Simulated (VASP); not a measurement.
Wanted: the native input for a VASP 6.6.1 run.

```
Task                   : single point
Functional             : PBEsol
Potentials or basis    : VASP PAW PBE potentials, release 64 (Au, Cu)
Cutoff                 : 520 eV
k mesh                 : 9 × 9 × 9
Occupations            : fermi-dirac, width 0.05 eV
Spin                   : no spin polarisation
Dipole correction      : no
Further INCAR settings : ALGO = Fast; EDIFF = 1e-07; NBANDS = 30
```

The structure of CuAu3 lies in POSCAR:

```
CuAu3
1.0
   -1.9637240967      1.9637240967      4.0269290230
    1.9637240967     -1.9637240967      4.0269290230
    1.9637240967      1.9637240967     -4.0269290230
Au Cu
3 1
Direct
    0.5000000000      0.5000000000      0.0000000000
    0.2500000000      0.7500000000      0.5000000000
    0.7500000000      0.2500000000      0.5000000000
    0.0000000000      0.0000000000      0.0000000000
```

This cell differs from its parent crystal: volume scaled by 0.96.

The input as run:

INCAR

```
SYSTEM = CuAu3
PREC     = Accurate       ! precision mode
ENCUT    = 520            ! plane-wave cutoff, eV
EDIFF    = 1E-7           ! SCF threshold, eV
ISMEAR   = -1             ! smearing method
SIGMA    = 0.05           ! smearing width, eV
LREAL    = .False.        ! projectors in reciprocal space
LASPH    = .True.         ! aspherical terms in the spheres
NELM     = 80             ! most SCF steps
ALGO     = Fast           ! electronic algorithm
ISIF     = 2              ! what is computed and relaxed
LWAVE    = .False.        ! write WAVECAR
LCHARG   = .False.        ! write CHGCAR
GGA      = PS             ! functional
NBANDS   = 30             ! bands
```

KPOINTS

```
regular mesh
0
Gamma
  9 9 9
  0 0 0
```

Potentials or basis: VASP PAW PBE potentials, release 64 (Au, Cu).

Command:

```console
$ cat potpaw_PBE.64/Au/POTCAR potpaw_PBE.64/Cu/POTCAR > POTCAR
$ mpirun -np 1 vasp_std > vasp.out
```

It gave:

| Quantity | Value |
| --- | --- |
| Pressure | 2.1 GPa |
| Band gap on the k mesh | zero (band 22 reaches 12.09 eV, above the bottom of band 23 at 8.00 eV) |

Caveat: the PAW data sets were made with another functional, which shifts forces and pressure a little; spin-orbit coupling is left out, which moves the levels of the heavy elements.

It took 2.8 min on 1 thread of Intel(R) Xeon(R) Platinum 8259CL CPU @ 2.50GHz (Skylake/Cascade Lake), with other jobs on the host, peak memory 0.29 GiB.
